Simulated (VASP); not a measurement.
AlN, 12 atoms in the cell. The structure is tetragonal, space group P4/nmm (No. 129). The conventional cell has a = 2.860 Å, b = 2.860 Å, c = 13.136 Å, α = 90.00°, β = 90.00°, γ = 90.00°. Within 2.7 Å of Al (site symmetry 4mm) lie 5 N at 2.02 Å. Al (site symmetry 4mm) has 6 N at 2.02 Å within 2.7 Å. Within 2.7 Å of Al (site symmetry 4mm) lie 6 N at 2.02 Å. Within 2.7 Å of N (site symmetry 4mm) lie 5 Al at 2.02 Å. N (site symmetry 4mm) has 6 Al at 2.02 Å within 2.7 Å. Within 2.7 Å of N (site symmetry 4mm) lie 6 Al at 2.02 Å. 

- Program: VASP 6.6.1
- Task: single point
- Functional: PBEsol
- Potentials or basis: VASP PAW PBE potentials, release 64 (Al, N)
- Cutoff: 520 eV
- k mesh: 8 × 8 × 2
- Occupations: gaussian, width 0.05 eV
- Spin: no spin polarisation
- Dipole correction: no
- Further INCAR settings: ALGO = Normal; EDIFF = 1e-07; NBANDS = 36

Potentials or basis: VASP PAW PBE potentials, release 64 (Al, N).

Launch:

```sh
$ cat potpaw_PBE.64/Al/POTCAR potpaw_PBE.64/N/POTCAR > POTCAR
$ mpirun -np 1 vasp_std > vasp.out
```

Hardware: 1 thread of Intel(R) Xeon(R) Platinum 8259CL CPU @ 2.50GHz (Skylake/Cascade Lake), on a shared host.

Q: How long does it take, and how much memory?

A: Wall time 120 s on 1 thread of Intel(R) Xeon(R) Platinum 8259CL CPU @ 2.50GHz (Skylake/Cascade Lake), on a shared host, peak memory 0.26 GiB. Counts: scf iterations 16, k points 30.
